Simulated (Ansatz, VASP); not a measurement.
This is a calculation of P for VASP 6.6.1.

The input INCAR:

```
SYSTEM = P
PREC = Accurate
ENCUT = 520
EDIFF = 1E-6
ISMEAR = -1
SIGMA = 0.05
LREAL = .False.
LASPH = .True.
NELM = 80
ALGO = Normal
ISIF = 2
LWAVE = .False.
LCHARG = .False.
NBANDS = 18
```

Contents of KPOINTS:

```
Automatic mesh
0
Gamma
  8 1 6
  0 0 0
```

The input POSCAR:

```
P
1.0
    3.3269396191      0.0000000000      0.0000000000
    0.0000000000     35.3157287368      0.0000000000
    0.0000000000      0.0000000000      4.6930401832
P
4
Direct
    0.5000000000      0.9702614300      0.9078492800
    0.5000000000      0.0297385700      0.0921507200
    0.0000000000      0.0297385700      0.4078492800
    0.0000000000      0.9702614300      0.5921507200
```

Potentials or basis: VASP PAW LDA potentials, release 64 (P).

Launch:

```bash
$ cat potpaw_LDA.64/P/POTCAR > POTCAR
$ mpirun -np 1 vasp_std > vasp.out
```

Question: Translate it to Ansatz 0.2.0. Potentials there: all-electron LAPW, scalar-relativistic.

Answer: As run (the cutoff follows the program's own potentials):

input.yaml

```yaml
crystal:
  lattice:
    - [3.3269396191, 0.0, 0.0]
    - [0.0, 35.3157287368, 0.0]
    - [0.0, 0.0, 4.6930401832]
  atoms:
    - { symbol: P, position: [0.5, 0.97026143, 0.90784928] }
    - { symbol: P, position: [0.5, 0.02973857, 0.09215072] }
    - { symbol: P, position: [0.0, 0.02973857, 0.40784928] }
    - { symbol: P, position: [0.0, 0.97026143, 0.59215072] }
kpoints:
  mp_grid: { grid: [8, 1, 6] }
scf:
  occupations: { method: fermi_dirac, width: 0.05 }
hamiltonian:
  xc: lda
  pseudopotentials: { kind: all_electron, lapw: { basis_error: 0.002 } }
output:
  forces: true
  stress: true
  eigenvalues: true
```

Potentials or basis: all-electron LAPW, scalar-relativistic.

Launch:

```console
$ ansatz run input.yaml --threads 2 --pin off --max-ram 6144MiB --backend cpu --events-out ev --progress --plain --runs-dir out
```

Both were run:

|  | VASP | Ansatz | Ansatz less VASP |
| --- | --- | --- | --- |
| gap on the k mesh at the Fermi level (eV) | 0.88 | 0.87 | -0.008 |
| least direct gap on the mesh (eV) | 0.88 | 0.87 | -0.008 |
| rms of the force components (eV/Å) | 0.179 | 0.162 | -0.0170 |

LDA's correlation is that of Perdew and Zunger in VASP and of Perdew and Wang (1992) in Ansatz. Atom by atom the forces differ by 0.023 eV/Å (rms over components). Ansatz ran all-electron here, and VASP with PAW potentials.
